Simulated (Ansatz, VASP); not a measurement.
**Two plane-wave programs on ZrBr5**

```
Zr Br
1.0
     9.00451    0.00000    0.00000
    -4.50226    7.79814    0.00000
     0.00000    0.00000    3.30125
Zr Br
1 5
Direct
  0.00000 0.00000 0.50000
  0.00000 0.76978 0.00000
  0.76978 0.00000 0.00000
  0.23022 0.23022 0.00000
  0.66667 0.33333 0.50000
  0.33333 0.66667 0.50000
```

Change from the starting cell: species swapped into the LiMg5 type (P-62m, No. 189).

Alike in both runs: task single point; functional PBE; k mesh 3 × 3 × 6; occupations gaussian, width 0.1 eV; collinear spin.

|  | VASP | Ansatz |
| --- | --- | --- |
| version | VASP 6.6.1 | Ansatz 0.2.0 |
| potentials or method | VASP PAW PBE potentials, release 64 (Zr_sv, Br), cutoff 520 eV | scalar-relativistic, plane waves, PAW |
| valence electrons in the cell | 47 | 47 |

```csv
,VASP,Ansatz,Ansatz less VASP
gap on the k mesh at the Fermi level (eV),none,none,-
pressure (GPa),0.0,0.0,-0.02
"traceless stress, the component that is largest in VASP (GPa)",-0.11,-0.12,-0.008
rms of the force components (eV/Å),0.010,0.006,-0.0040
net moment per atom (μB),0.11,0.11,0.000
size of the moment on the site where the two differ most (μB),0.24,0.30,+0.056
```

Site moments also hang on the region over which each program counts them. Atom by atom the forces differ by 0.004 eV/Å (rms over components). A gap of «none» marks a metal or a gap that the smearing closes. With one functional, cell and mesh, what is left measures potentials, basis and numerics.
